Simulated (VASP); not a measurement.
NaCl:

```xyz
2
Lattice="0.0000 2.7941 2.7941 2.7941 0.0000 2.7941 2.7941 2.7941 0.0000" Properties=species:S:1:pos:R:3 pbc="T T T"
Cl    2.7941    2.7941    2.7941
Na    0.0000    0.0000    0.0000
```

```yaml
Program: VASP 6.6.1
Task: relaxation of cell and atoms
Functional: BLYP
Potentials_or_basis: VASP PAW PBE potentials, release 64 (Cl, Na_pv)
Cutoff: 600 eV
k_mesh: 8 × 8 × 8
Occupations: fermi-dirac, width 0.05 eV
Spin: no spin polarisation
```

At the start: pressure 2.4 GPa; volume 21.81 Å³/atom.

Problem. How do energy, volume and symmetry change on relaxing?

Solution. Over 3 steps the energy falls by 14.2 meV/atom and the volume is 23.76 Å³/atom (+8.9 %); space group Fm-3m (No. 225, to 0.05 Å).

The path:
```csv
step,energy change (eV),largest force (eV/Å),pressure (GPa),volume (Å³)
1,0.0000,0.0000,2.42,43.63
2,-0.0225,0.0000,1.01,45.74
3,-0.0284,0.0000,0.06,47.52
```

Final structure:
```
Cl Na
1.0
     0.00000    2.87495    2.87495
     2.87495    0.00000    2.87495
     2.87495    2.87495    0.00000
Cl Na
1 1
Direct
  0.50000 0.50000 0.50000
  0.00000 0.00000 0.00000
```

Caveat: the PAW data sets were made with another functional, which shifts forces and pressure a little.
